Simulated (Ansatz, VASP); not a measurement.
## Two plane-wave programs on LiCl

```xyz
2
Lattice="0.0000 2.5562 2.5562 2.5562 0.0000 2.5562 2.5562 2.5562 0.0000" Properties=species:S:1:pos:R:3 pbc="T T T"
Li    0.0000    0.0000    0.0000
Cl    2.5562    2.5562    2.5562
```

Alike in both runs: functional r2SCAN; k mesh 8 × 8 × 8; occupations gaussian, width 0.02 eV; no spin polarisation.

Ansatz relaxed the structure, and its values are those at the end. VASP's run is a single point on that final structure, the one shown.

```csv
,VASP,Ansatz
version,VASP 6.6.1,Ansatz 0.2.0
potentials or method,"VASP PAW PBE potentials, release 64 (Li_sv, Cl), cutoff 520 eV","scalar-relativistic, plane waves, PAW"
valence electrons in the cell,10,10
```

```csv
,VASP,Ansatz,Ansatz less VASP
gap on the k mesh at the Fermi level (eV),7.36,7.29,-0.069
least direct gap on the mesh (eV),7.36,7.29,-0.069
```

VASP's potentials were made for PBE, not for r2SCAN. With one functional, cell and mesh, what is left measures potentials, basis and numerics.

Noted on VASP's run: the cutoff is short for stress, so the pressure is rough.
